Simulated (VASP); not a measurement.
Crystal: HfOs3W.

```
CELL_PARAMETERS angstrom
4.20006 0.00000 0.00000
0.00000 4.20006 0.00000
0.00000 0.00000 4.20006
ATOMIC_POSITIONS crystal
Hf 0.00000 0.00000 0.00000
Os 0.00000 0.50000 0.50000
Os 0.50000 0.50000 0.00000
Os 0.50000 0.00000 0.50000
W 0.50000 0.50000 0.50000
```

| Item | Value |
| --- | --- |
| Program | VASP 6.6.1 |
| Task | relaxation of cell and atoms |
| Functional | PBE |
| Potentials or basis | VASP PAW PBE potentials, release 64 (Hf_pv, Os, W_sv) |
| Cutoff | 600 eV |
| k mesh | 4 × 4 × 4 |
| Occupations | gaussian, width 0.1 eV |
| Spin | no spin polarisation |

At the start: pressure 126.8 GPa; volume 14.82 Å³/atom.

Question: Where does the relaxation end?

Answer: Over 7 steps the energy falls by 1714.6 meV/atom and the volume is 20.69 Å³/atom (+39.6 %); space group Pm-3m (No. 221, to 0.05 Å).

The path:
| step | energy change (eV) | largest force (eV/Å) | pressure (GPa) | volume (Å³) |
| --- | --- | --- | --- | --- |
| 1 | 0.0000 | 0.0000 | 126.76 | 74.09 |
| 2 | 16.4066 | 0.0000 | -14.60 | 284.32 |
| 3 | 6.0624 | 0.0000 | -25.47 | 199.93 |
| 4 | -3.2701 | 0.0000 | -28.55 | 146.21 |
| 5 | -8.5342 | 0.0000 | -4.45 | 106.10 |
| 6 | -8.5677 | 0.0000 | 1.73 | 102.44 |
| 7 | -8.5728 | 0.0000 | -0.05 | 103.43 |

Final structure:
```
Hf Os W
1.0
     4.69410    0.00000    0.00000
     0.00000    4.69410    0.00000
     0.00000    0.00000    4.69410
Hf Os W
1 3 1
Direct
  0.00000 0.00000 0.00000
  0.00000 0.50000 0.50000
  0.50000 0.50000 0.00000
  0.50000 0.00000 0.50000
  0.50000 0.50000 0.50000
```

Caveat: the k points lie up to 0.33 Å⁻¹ apart in the final cell; the volume moved by over 15 % at a fixed basis, so the end points are rough.
